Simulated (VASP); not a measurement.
# Tl3Ge (P4mm) in VASP: a series of runs, part 2 of 2

VASP 6.6.1.

**3. Single point, LDA**

The input, INCAR:

```
SYSTEM = Tl3Ge
PREC = Accurate
ENCUT = 520
EDIFF = 1E-6
ISMEAR = -1
SIGMA = 0.1
LREAL = .False.
LASPH = .True.
NELM = 60
ALGO = Normal
ISIF = 2
LWAVE = .False.
LCHARG = .False.
GGA = CA
NBANDS = 34
```

The input, KPOINTS:

```
Automatic mesh
0
Gamma
  5 5 5
  0 0 0
```

The input, POSCAR:

```
Tl3Ge
1.0
    4.8185230000      0.0000000000      0.0000000000
    0.0000000000      4.8185230000      0.0000000000
    0.0000000000      0.0000000000      4.8185230000
Tl Ge
3 1
Direct
    0.0415064948      0.5000000000      0.5000000000
    0.5000000000      0.0000000000      0.5000000000
    0.5000000000      0.5000000000      0.0000000000
    0.0000000000      0.0000000000      0.0000000000
```

Potentials or basis: VASP PAW LDA potentials, release 64 (Tl_d, Ge_d).

Started as:

```
$ cat potpaw_LDA.64/Tl_d/POTCAR potpaw_LDA.64/Ge_d/POTCAR > POTCAR
$ mpirun -np 1 vasp_std > vasp.out
```

OUTCAR:

```text
SYSTEM = Tl3Ge
   PREC = Accurate
   ENCUT = 520
   EDIFF = 1E-6
   ISMEAR = -1
   LREAL = .False.
   LASPH = .True.
   NELM = 60
   ISIF = 2
   GGA = CA

 ion  position               nearest neighbor table
   1  0.042  0.500  0.500-   2 3.27   3 3.27   3 3.27   2 3.27   4 3.41   4 3.41   4 3.41   4 3.41
                             2 3.55   3 3.55   3 3.55   2 3.55
   2  0.500  0.000  0.500-   1 3.27   1 3.27   4 3.41   3 3.41   4 3.41   3 3.41   3 3.41   3 3.41
                             4 3.41   4 3.41   1 3.55   1 3.55
   3  0.500  0.500  0.000-   1 3.27   1 3.27   4 3.41   2 3.41   2 3.41   2 3.41   4 3.41   2 3.41
                             4 3.41   4 3.41   1 3.55   1 3.55
   4  0.000  0.000  0.000-   2 3.41   3 3.41   2 3.41   3 3.41   2 3.41   3 3.41   2 3.41   3 3.41
                             1 3.41   1 3.41   1 3.41   1 3.41

  LATTYP: Found a simple cubic cell.
 ALAT       =     4.8185230000

  Lattice vectors:

 A1 = (   4.8185230000,   0.0000000000,   0.0000000000)
 A2 = (   0.0000000000,   4.8185230000,   0.0000000000)
 A3 = (   0.0000000000,   0.0000000000,   4.8185230000)

Analysis of symmetry for initial positions (statically):
=====================================================================
 Subroutine PRICEL returns:
 Original cell was already a primitive cell.

 Routine SETGRP: Setting up the symmetry group for a
 simple cubic supercell.

 Subroutine GETGRP returns: Found  8 space group operations
 (whereof  8 operations were pure point group operations)
 out of a pool of 48 trial point group operations.

The static configuration has the point symmetry C_4v.

Analysis of symmetry for dynamics (positions and initial velocities):
=====================================================================
 Subroutine PRICEL returns:
 Original cell was already a primitive cell.

 Routine SETGRP: Setting up the symmetry group for a
 simple cubic supercell.

 Subroutine GETGRP returns: Found  8 space group operations
 (whereof  8 operations were pure point group operations)
 out of a pool of 48 trial point group operations.

The dynamic configuration has the point symmetry C_4v.

 Subroutine INISYM returns: Found  8 space group operations
 (whereof  8 operations are pure point group operations),
 and found     1 'primitive' translations

----------------------------------------------------------------------------------------

                                     Primitive cell

  volume of cell :     111.8773

  direct lattice vectors                    reciprocal lattice vectors
     4.818523000  0.000000000  0.000000000     0.207532474  0.000000000  0.000000000
     0.000000000  4.818523000  0.000000000     0.000000000  0.207532474  0.000000000
     0.000000000  0.000000000  4.818523000     0.000000000  0.000000000  0.207532474

  length of vectors
     4.818523000  4.818523000  4.818523000     0.207532474  0.207532474  0.207532474

  position of ions in fractional coordinates (direct lattice)
     0.041506495  0.500000000  0.500000000
     0.500000000  0.000000000  0.500000000
     0.500000000  0.500000000  0.000000000
     0.000000000  0.000000000  0.000000000

  ion indices of the primitive-cell ions
   primitive index   ion index
                 1           1
[... 25 lines left out ...]
 Subroutine IBZKPT returns following result:
 ===========================================

 Found     18 irreducible k-points:

 Following reciprocal coordinates:
            Coordinates               Weight
  0.000000  0.000000  0.000000      1.000000
  0.200000  0.000000  0.000000      2.000000
  0.000000  0.200000  0.000000      4.000000
  0.400000  0.000000  0.000000      2.000000
  0.000000  0.400000  0.000000      4.000000
  0.200000  0.200000  0.000000      8.000000
[... 10 lines left out ...]
  0.200000  0.400000  0.400000      8.000000
  0.400000  0.400000  0.400000      8.000000
   k-points           NKPTS =     18   k-points in BZ     NKDIM =     18   number of bands    NBANDS=     34
   number of dos      NEDOS =    301   number of ions     NIONS =      4
   total plane-waves  NPLWV =  46656
   dimension x,y,z NGX =    36 NGY =   36 NGZ =   36
   dimension x,y,z NGXF=    72 NGYF=   72 NGZF=   72
   ions per type =               3   1
   NGX,Y,Z   is equivalent  to a cutoff of  12.42, 12.42, 12.42 a.u.
   NGXF,Y,Z  is equivalent  to a cutoff of  24.84, 24.84, 24.84 a.u.
 SYSTEM =  Tl3Ge
   PREC   = accura    normal or accurate (medium, high low for compatibility)
   ISTART =      0    job   : 0-new  1-cont  2-samecut
   ICHARG =      2    charge: 1-file 2-atom 10-const
   ISPIN  =      1    spin polarized calculation?
   LNONCOLLINEAR =      F non collinear calculations
   LSORBIT =      F    spin-orbit coupling
   LASPH  =      T    aspherical Exc in radial PAW
   ENCUT  =  520.0 eV  38.22 Ry    6.18 a.u.   8.96  8.96  8.96*2*pi/ulx,y,z
   NELM   =     60;   NELMIN=  2; NELMDL= -5     # of ELM steps
   EDIFF  = 0.1E-05   stopping-criterion for ELM
   LREAL  =      F    real-space projection
   EDIFFG = 0.1E-04   stopping-criterion for IOM
   NSW    =      0    number of steps for IOM
   IBRION =     -1    ionic relax: 0-MD 1-quasi-New 2-CG
   NFREE  =      0    steps in history (QN), initial steepest desc. (CG)
   ISIF   =      2    stress and relaxation
   ISYM   =      2    0-nonsym 1-usesym 2-fastsym
   POTIM  = 0.5000    time-step for ionic-motion
   TEBEG  =    0.0;   TEEND  =   0.0 temperature during run
   PSTRESS=    0.0 pullay stress
   NELECT =      53.0000    total number of electrons
   NUPDOWN=      -1.0000    fix difference up-down
   EMIN   =  10.00;   EMAX   =-10.00  energy-range for DOS
   EFERMI =   0.00;   METHOD = LEGACY
   ISMEAR =    -1;   SIGMA  =   0.10  broadening in eV -4-tet -1-fermi 0-gaus
   EFERMI_NEDOS =   21; number of points for ismear=-14 and -15
   IALGO  =     38    algorithm
   IMIX   =      4    mixing-type and parameters
     AMIX     =   0.40;   BMIX     =  1.00
     AMIX_MAG =   1.60;   BMIX_MAG =  1.00
  volume/ion in A,a.u.               =      27.97       188.75
  Fermi-wavevector in a.u.,A,eV,Ry     =   1.276202  2.411673 22.159704  1.628692
  Thomas-Fermi vector in A             =   2.408872
   LORBIT       =      0    0 simple, 1 ext, 2 COOP (PROOUT), +10 PAW based schemes
   GGA     = CA    functional components
   LHFCALC =     F    Hartree Fock is set to
   AEXX    =    0.0000 exact exchange contribution
   IVDW    =     0    specifies the selected vdW correction
   LEPSILON=     F    determine dielectric tensor
   LRPA    =     F    only Hartree local field effects (RPA)
 non-spin polarized calculation
  energy-cutoff  :      520.00
  volume of cell :      111.88
 maximum number of plane-waves:      3034
 NGX is ok and might be reduce to    36
   NGX = 17   NGY = 17   NGZ = 17

 number of electron      53.0000002 magnetization

 Free energy of the ion-electron system (eV)
  ---------------------------------------------------
  ext. energy  EPLUGINS =         0.00000000
  ---------------------------------------------------
  free energy    TOTEN  =       -13.12262081 eV

  energy without entropy =      -13.05338669  energy(sigma->0) =      -13.08800375

 E-fermi :   5.5108     XC(G=0): -10.3871

 val. band max:        5.4960201566   @ k =   0.2000   0.2000   0.0000
 cond. band min:       5.7917016906   @ k =   0.0000   0.4000   0.4000
 fundamental gap:      0.2956815340
 Fermi energy:         5.5108159210

 k-point     1 :       0.0000    0.0000    0.0000
  band No.  band energies     occupation
      1     -19.1421      2.00000
      2     -19.1417      2.00000
      3     -19.1416      2.00000
      4     -19.1416      2.00000
      5     -19.1407      2.00000
      6      -6.2478      2.00000
[... 655 lines left out ...]
     33      12.6433      0.00000
     34      13.6422      0.00000

------------------------ aborting loop because EDIFF is reached ----------------------------------------

  FORCE on cell =-STRESS in cart. coord.  units (eV):
  Direction    XX          YY          ZZ          XY          YZ          ZX
  --------------------------------------------------------------------------------------
  -------------------------------------------------------------------------------------
  Total       -2.7811148     -2.7789059     -2.7789059     -0.0000000      0.0000000      0.0000000
  in kB      -39.8279262    -39.7962918    -39.7962918     -0.0000000      0.0000000      0.0000000
  external PRESSURE =     -39.8068366 kB  Pullay stress =       0.0000000 kB

 VOLUME and BASIS-vectors are now :
 -----------------------------------------------------------------------------
  energy-cutoff  :      520.00
  volume of cell :      111.88
      direct lattice vectors                 reciprocal lattice vectors
     4.818523000  0.000000000  0.000000000     0.207532474  0.000000000  0.000000000
     0.000000000  4.818523000  0.000000000     0.000000000  0.207532474  0.000000000
     0.000000000  0.000000000  4.818523000     0.000000000  0.000000000  0.207532474

 POSITION                                       TOTAL-FORCE (eV/Angst)
 -----------------------------------------------------------------------------------
      0.20000      2.40926      2.40926        -0.419600     -0.000000     -0.000000
      2.40926      0.00000      2.40926         0.215351      0.000000      0.000000
      2.40926      2.40926      0.00000         0.215351     -0.000000      0.000000
      0.00000      0.00000      0.00000        -0.011103     -0.000000      0.000000
 -----------------------------------------------------------------------------------
    total drift:                                0.000099      0.000000     -0.000000

  FREE ENERGIE OF THE ION-ELECTRON SYSTEM (eV)
  ---------------------------------------------------
  free  energy   TOTEN  =       -13.1226208095 eV

  energy  without entropy=      -13.0533866905  energy(sigma->0) =      -13.08800375
```

OSZICAR:

```text
N       E                     dE             d eps       ncg     rms          rms(c)
DAV:   1     0.399384102797E+03    0.39938E+03   -0.26719E+04  1524   0.246E+03
DAV:   2     0.302896801449E+02   -0.36909E+03   -0.35807E+03  1240   0.663E+02
DAV:   3    -0.115907024903E+02   -0.41880E+02   -0.41481E+02  1356   0.126E+02
DAV:   4    -0.132314154751E+02   -0.16407E+01   -0.16384E+01  1348   0.261E+01
DAV:   5    -0.132629424417E+02   -0.31527E-01   -0.31523E-01  1484   0.380E+00    0.410E+00
DAV:   6    -0.131414015401E+02    0.12154E+00   -0.32492E-01  1322   0.296E+00    0.290E+00
DAV:   7    -0.131248220936E+02    0.16579E-01   -0.65791E-02  1332   0.163E+00    0.137E+00
DAV:   8    -0.131226945762E+02    0.21275E-02   -0.33020E-03  1458   0.306E-01    0.561E-02
DAV:   9    -0.131226223888E+02    0.72187E-04   -0.66347E-04  1450   0.151E-01    0.299E-02
DAV:  10    -0.131226204803E+02    0.19085E-05   -0.43164E-05  1298   0.443E-02    0.108E-02
DAV:  11    -0.131226208095E+02   -0.32923E-06   -0.38843E-06  1070   0.119E-02
   1 F= -.13122621E+02 E0= -.13088004E+02  d E =-.692341E-01
```

stdout:

```text
POSCAR found type information on POSCAR TlGe
 POSCAR found :  2 types and       4 ions
 scaLAPACK will be used
 LDA part: xc-table for (Slater(with rela. corr.)+CA(PZ))
 , standard interpolation
 POSCAR, INCAR and KPOINTS ok, starting setup
 FFT: planning ... GRIDC
 FFT: planning ... GRID_SOFT
 FFT: planning ... GRID
 WAVECAR not read
 entering main loop
```

Run time: 44 s. Hardware: 1 thread of Intel Xeon Platinum 8488C (Sapphire Rapids), shared host; peak memory 0.2 GiB.

Results:

```yaml
Free_energy: -13.1226 eV
Pressure: -4.0 GPa
Largest_force: 0.420 eV/Å
Band_gap_on_the_k_mesh: zero (an odd number of electrons rules out a gap without spin polarisation)
```

Forces on the atoms (eV/Å):
```
Tl  -0.420  0.000  0.000
Tl   0.215  0.000  0.000
Tl   0.215  0.000  0.000
Ge  -0.011  0.000  0.000
```

Levels at points of the mesh, in eV from the Fermi level:
```tsv
k point	band 23	band 24	band 25	band 26	band 27	band 28	band 29	band 30	band 31	band 32
(0.00, 0.00, 0.00)	-3.47	-3.46	-2.08	-2.08	-2.00	2.76	2.76	2.77	4.50	4.50
```

Caveat: the cell stands under tension; spin-orbit coupling is left out, which moves the levels of the heavy elements.
